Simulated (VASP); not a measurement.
# GaN (Fm-3m) in VASP: a series of runs

Aim: see how the results for GaN move with the level of theory and the settings. Levels: PBEsol+D4, PBE+D3(BJ), PBE+D4, PBE. Tasks: single point.

All numbers are computed with VASP 6.6.1; they aren't measurements. Logs are shortened: lines on timing, memory, paths and dates and some standing lists are left out, and cuts for length are marked.

**1. The cell of the first run**

Symmetry: Fm-3m, No. 225, cubic system. Conventional cell: a = 4.194 Å, b = 4.194 Å, c = 4.194 Å, α = 90.00°, β = 90.00°, γ = 90.00°. Within 2.8 Å of Ga (site symmetry m-3m) lie 6 N at 2.10 Å. N (site symmetry m-3m) has 6 Ga at 2.10 Å within 2.8 Å.

**2. Single point, PBEsol+D4**

The input, INCAR:

```
PREC     = Accurate       # precision mode
ENCUT    = 520            # plane-wave cutoff, eV
EDIFF    = 1E-6           # SCF threshold, eV
ISMEAR   = -1             # smearing method
SIGMA    = 0.05           # smearing width, eV
LREAL    = False          # projectors in reciprocal space
LASPH    = True           # aspherical terms in the spheres
NELM     = 80             # most SCF steps
ALGO     = Normal         # electronic algorithm
ISIF     = 2              # what is computed and relaxed
LWAVE    = False          # write WAVECAR
LCHARG   = True           # write CHGCAR
GGA      = PS             # functional
IVDW     = 13             # dispersion correction
LELF     = True           # ELF
LVHAR    = True         
NBANDS   = 16             # bands
```

The input, KPOINTS:

```
Automatic mesh
0
Gamma
  11 11 11
```

The input, POSCAR:

```
GaN
1.0
    0.0000000000      2.0967802161      2.0967802161
    2.0967802161      0.0000000000      2.0967802161
    2.0967802161      2.0967802161      0.0000000000
Ga N
1 1
Direct
    0.0000000000      0.0000000000      0.0000000000
    0.5000000000      0.5000000000      0.5000000000
```

Potentials or basis: VASP PAW PBE potentials, release 64 (Ga_d, N).

Run with:

```
$ cat potpaw_PBE.64/Ga_d/POTCAR potpaw_PBE.64/N/POTCAR > POTCAR
$ mpirun -np 1 vasp_std > vasp.out
```

OUTCAR:

```text
PREC = Accurate
   ENCUT = 520
   EDIFF = 1E-6
   ISMEAR = -1
   LREAL = False
   LASPH = True
   NELM = 80
   ISIF = 2
   GGA = PS
   IVDW = 13

 ion  position               nearest neighbor table
   1  0.000  0.000  0.000-   2 2.10   2 2.10   2 2.10   2 2.10   2 2.10   2 2.10
   2  0.500  0.500  0.500-   1 2.10   1 2.10   1 2.10   1 2.10   1 2.10   1 2.10

  LATTYP: Found a face centered cubic cell.
 ALAT       =     4.1935604322

  Lattice vectors:

 A1 = (   0.0000000000,   2.0967802161,   2.0967802161)
 A2 = (   2.0967802161,   0.0000000000,   2.0967802161)
 A3 = (   2.0967802161,   2.0967802161,   0.0000000000)

Analysis of symmetry for initial positions (statically):
=====================================================================
 Subroutine PRICEL returns:
 Original cell was already a primitive cell.

 Routine SETGRP: Setting up the symmetry group for a
 face centered cubic supercell.

 Subroutine GETGRP returns: Found 48 space group operations
 (whereof 48 operations were pure point group operations)
 out of a pool of 48 trial point group operations.

The static configuration has the point symmetry O_h .

Analysis of symmetry for dynamics (positions and initial velocities):
=====================================================================
 Subroutine PRICEL returns:
 Original cell was already a primitive cell.

 Routine SETGRP: Setting up the symmetry group for a
 face centered cubic supercell.

 Subroutine GETGRP returns: Found 48 space group operations
 (whereof 48 operations were pure point group operations)
 out of a pool of 48 trial point group operations.

The dynamic configuration has the point symmetry O_h .

 Subroutine INISYM returns: Found 48 space group operations
 (whereof 48 operations are pure point group operations),
 and found     1 'primitive' translations

----------------------------------------------------------------------------------------

                                     Primitive cell

  volume of cell :      18.4369

  direct lattice vectors                    reciprocal lattice vectors
     0.000000000  2.096780216  2.096780216    -0.238460854  0.238460854  0.238460854
     2.096780216  0.000000000  2.096780216     0.238460854 -0.238460854  0.238460854
     2.096780216  2.096780216  0.000000000     0.238460854  0.238460854 -0.238460854

  length of vectors
     2.965295019  2.965295019  2.965295019     0.413026314  0.413026314  0.413026314

  position of ions in fractional coordinates (direct lattice)
     0.000000000  0.000000000  0.000000000
     0.500000000  0.500000000  0.500000000

[... 77 lines left out ...]
   LREAL  =      F    real-space projection
   EDIFFG = 0.1E-04   stopping-criterion for IOM
   NSW    =      0    number of steps for IOM
   IBRION =     -1    ionic relax: 0-MD 1-quasi-New 2-CG
   NFREE  =      0    steps in history (QN), initial steepest desc. (CG)
   ISIF   =      2    stress and relaxation
   ISYM   =      2    0-nonsym 1-usesym 2-fastsym
   POTIM  = 0.5000    time-step for ionic-motion
   TEBEG  =    0.0;   TEEND  =   0.0 temperature during run
   PSTRESS=    0.0 pullay stress
   NELECT =      18.0000    total number of electrons
   NUPDOWN=      -1.0000    fix difference up-down
   EMIN   =  10.00;   EMAX   =-10.00  energy-range for DOS
   EFERMI =   0.00;   METHOD = LEGACY
   ISMEAR =    -1;   SIGMA  =   0.05  broadening in eV -4-tet -1-fermi 0-gaus
   EFERMI_NEDOS =   21; number of points for ismear=-14 and -15
   IALGO  =     38    algorithm
   IMIX   =      4    mixing-type and parameters
     AMIX     =   0.40;   BMIX     =  1.00
     AMIX_MAG =   1.60;   BMIX_MAG =  1.00
  volume/ion in A,a.u.               =       9.22        62.21
  Fermi-wavevector in a.u.,A,eV,Ry     =   1.624063  3.069033 35.886444  2.637579
  Thomas-Fermi vector in A             =   2.717411
   LORBIT       =      0    0 simple, 1 ext, 2 COOP (PROOUT), +10 PAW based schemes
   GGA     = PS    functional components
   LHFCALC =     F    Hartree Fock is set to
   AEXX    =    0.0000 exact exchange contribution
   IVDW    =    13    specifies the selected vdW correction
   LEPSILON=     F    determine dielectric tensor
   LRPA    =     F    only Hartree local field effects (RPA)
 non-spin polarized calculation
  energy-cutoff  :      520.00
  volume of cell :       18.44
 maximum number of plane-waves:       531
 NGX is ok and might be reduce to    24
   NGX = 11   NGY = 11   NGZ = 11

 number of electron      18.0000003 magnetization

 Free energy of the ion-electron system (eV)
  ---------------------------------------------------
  ext. energy  EPLUGINS =         0.00000000
  ---------------------------------------------------
  free energy    TOTEN  =       -12.25370970 eV

  energy without entropy =      -12.25370399  energy(sigma->0) =      -12.25370685

 E-fermi :   8.5166     XC(G=0): -13.4150

 val. band max:        8.0815298334   @ k =  -0.1818   0.1818   0.0000
 cond. band min:       8.8820595653   @ k =   0.4545   0.4545   0.0000
 fundamental gap:      0.8005297319
 Fermi energy:         8.5166205720

 k-point     1 :       0.0000    0.0000    0.0000
  band No.  band energies     occupation
      1      -9.4873      2.00000
      2      -5.8558      2.00000
      3      -5.8558      2.00000
      4      -5.8558      2.00000
      5      -5.7530      2.00000
      6      -5.7530      2.00000
[... 433 lines left out ...]
      3      -5.9214      2.00000
      4      -5.9015      2.00000
      5      -5.7563      2.00000
      6      -5.5412      2.00000
[... 8 lines left out ...]
     15      26.5758      0.00000
     16      28.7096      0.00000

 [... further k-points ...]

------------------------ aborting loop because EDIFF is reached ----------------------------------------

  DFT-D4 for vdW energy calculation

  Edisp (eV):   -0.54602

  FORCE on cell =-STRESS in cart. coord.  units (eV):
  Direction    XX          YY          ZZ          XY          YZ          ZX
  --------------------------------------------------------------------------------------
  -------------------------------------------------------------------------------------
  Total       0.05629     0.05629     0.05629    -0.00000    -0.00000     0.00000
  in kB       4.89125     4.89125     4.89125    -0.00000    -0.00000     0.00000
  external pressure =        4.89 kB  Pullay stress =        0.00 kB

 VOLUME and BASIS-vectors are now :
 -----------------------------------------------------------------------------
  energy-cutoff  :      520.00
  volume of cell :       18.44
      direct lattice vectors                 reciprocal lattice vectors
     0.000000000  2.096780216  2.096780216    -0.238460854  0.238460854  0.238460854
     2.096780216  0.000000000  2.096780216     0.238460854 -0.238460854  0.238460854
     2.096780216  2.096780216  0.000000000     0.238460854  0.238460854 -0.238460854

 POSITION                                       TOTAL-FORCE (eV/Angst)
 -----------------------------------------------------------------------------------
      0.00000      0.00000      0.00000         0.000000      0.000000      0.000000
      2.09678      2.09678      2.09678        -0.000000     -0.000000     -0.000000
 -----------------------------------------------------------------------------------
    total drift:                                0.000000     -0.000000     -0.000000

  FREE ENERGIE OF THE ION-ELECTRON SYSTEM (eV)
  ---------------------------------------------------
  free  energy   TOTEN  =       -12.7997282989 eV

  energy  without entropy=      -12.7997225857  energy(sigma->0) =      -12.79972544
```

OSZICAR:

```text
N       E                     dE             d eps       ncg     rms          rms(c)
DAV:   1     0.740084710743E+02    0.74008E+02   -0.92024E+03  2048   0.214E+03
DAV:   2    -0.933406253123E+01   -0.83343E+02   -0.77290E+02  2048   0.317E+02
DAV:   3    -0.138671251071E+02   -0.45331E+01   -0.45136E+01  2064   0.644E+01
DAV:   4    -0.139055174664E+02   -0.38392E-01   -0.38389E-01  2224   0.618E+00
DAV:   5    -0.139059188016E+02   -0.40134E-03   -0.40133E-03  2104   0.600E-01    0.690E+00
DAV:   6    -0.122971044479E+02    0.16088E+01   -0.37557E+00  2632   0.405E+01    0.238E+00
DAV:   7    -0.122757042082E+02    0.21400E-01   -0.18777E-01  2112   0.441E+00    0.152E+00
DAV:   8    -0.122549983866E+02    0.20706E-01   -0.25439E-02  2232   0.170E+00    0.442E-01
DAV:   9    -0.122537670593E+02    0.12313E-02   -0.46787E-03  2152   0.152E+00    0.943E-02
DAV:  10    -0.122537108209E+02    0.56238E-04   -0.45233E-04  2208   0.253E-01    0.166E-02
DAV:  11    -0.122537088943E+02    0.19265E-05   -0.21799E-05  2184   0.473E-02    0.867E-03
DAV:  12    -0.122537097030E+02   -0.80871E-06   -0.76274E-07  1424   0.156E-02
   1 F= -.12799728E+02 E0= -.12799725E+02  d E =-.571320E-05
```

stdout:

```text
POSCAR found type information on POSCAR GaN
 POSCAR found :  2 types and       2 ions
 scaLAPACK will be used
 -----------------------------------------------------------------------------
|                                                                             |
|                                                                             |
|     You enforced a specific xc type in the INCAR file but a different       |
|     I HOPE YOU KNOW WHAT YOU ARE DOING!                                     |
|                                                                             |
 -----------------------------------------------------------------------------

 LDA part: xc-table for (Slater+PW92), standard interpolation
 POSCAR, INCAR and KPOINTS ok, starting setup
 FFT: planning ... GRIDC
 FFT: planning ... GRID_SOFT
 FFT: planning ... GRID
 WAVECAR not read
 entering main loop
```

It took 13 s on 1 thread of Intel Xeon Platinum 8259CL at 2.50GHz (Skylake/Cascade Lake), shared host; peak memory 0.15 GiB.

What came out:

```
Free energy                : -12.7997 eV
Pressure                   : 0.5 GPa
Band gap on the k mesh     : 0.80 eV, indirect (least direct gap 3.06 eV)
Dispersion energy per atom : -0.273 eV
```

Caveat: the PAW data sets were made with another functional, which shifts forces and pressure a little. A k mesh can miss the band edges.

**3. Single point, PBE+D3(BJ)**

This run uses another cell than the first one, of 9.49 Å³/atom, 1.029 times its volume.

The input, INCAR:

```
PREC = Accurate ; ENCUT = 520
EDIFF = 1E-6 ; ISMEAR = -1
SIGMA = 0.05 ; LREAL = F
LASPH = T ; NELM = 60
ALGO = Normal ; ISIF = 2
LWAVE = F ; LCHARG = F
GGA = PE ; IVDW = 12
NBANDS = 16
```

The input, KPOINTS:

```
regular mesh
0
Gamma
  11 11 11
```

The input, POSCAR:

```
GaN
1.0
    0.0000000000      2.1169189358      2.1169189358
    2.1169189358      0.0000000000      2.1169189358
    2.1169189358      2.1169189358      0.0000000000
Ga N
1 1
Direct
    0.0000000000      0.0000000000      0.0000000000
    0.5000000000      0.5000000000      0.5000000000
```

Potentials or basis: VASP PAW PBE potentials, release 64 (Ga_d, N).

Run with:

```
$ cat potpaw_PBE.64/Ga_d/POTCAR potpaw_PBE.64/N/POTCAR > POTCAR
$ mpirun -np 1 vasp_std > vasp.out
```

Run time: 12 s. Hardware: 1 thread of Intel Xeon Platinum 8259CL at 2.50GHz (Skylake/Cascade Lake), shared host; peak memory 0.15 GiB.

Results (log left out):

| Property | Result |
| --- | --- |
| Free energy | -11.8081 eV |
| Pressure | 0.8 GPa |
| Band gap on the k mesh | 0.70 eV, indirect (least direct gap 2.68 eV) |
| Dispersion energy per atom | -0.306 eV |

Levels at points of the mesh, in eV from the valence-band top:
```csv
k point,band 7,band 8,band 9,band 10,band 11,band 12
"(0.00, 0.00, 0.00)",-0.52,-0.52,-0.52,2.17,14.68,14.68
```

A k mesh can miss the band edges.

**4. Single point, PBE+D4**

This run uses another cell than the first one, of 9.40 Å³/atom, 1.020 times its volume.

The input, INCAR:

```
SYSTEM = GaN
PREC = Accurate ; ENCUT = 520
EDIFF = 1E-7 ; ISMEAR = -1
SIGMA = 0.05 ; LREAL = .False.
LASPH = .True. ; NELM = 80
ALGO = Normal ; ISIF = 2
LWAVE = .False. ; LCHARG = .True.
GGA = PE ; IVDW = 13
LELF = .True. ; LVHAR = .True.
NBANDS = 16
```

The input, KPOINTS:

```
Automatic mesh
0
Gamma
  11 11 11
  0 0 0
```

The input, POSCAR:

```
GaN
1.0
    0.0000000000      2.1103351934      2.1103351934
    2.1103351934      0.0000000000      2.1103351934
    2.1103351934      2.1103351934      0.0000000000
Ga N
1 1
Direct
    0.0000000000      0.0000000000      0.0000000000
    0.5000000000      0.5000000000      0.5000000000
```

Run with:

```
$ cat potpaw_PBE.64/Ga_d/POTCAR potpaw_PBE.64/N/POTCAR > POTCAR
$ mpirun -np 1 vasp_std > vasp.out
```

Run time: 14 s. Hardware: 1 thread of Intel Xeon Platinum 8259CL at 2.50GHz (Skylake/Cascade Lake), shared host; peak memory 0.15 GiB.

It converged, with:

```
Free energy                : -12.1180 eV
Pressure                   : 0.8 GPa
Band gap on the k mesh     : 0.76 eV, indirect (least direct gap 2.80 eV)
Dispersion energy per atom : -0.465 eV
```

Levels at points of the mesh, in eV from the valence-band top:
| k point | band 7 | band 8 | band 9 | band 10 | band 11 | band 12 |
| --- | --- | --- | --- | --- | --- | --- |
| (0.00, 0.00, 0.00) | -0.53 | -0.53 | -0.53 | 2.28 | 14.74 | 14.74 |

(Part 1 of 2 ends here.)
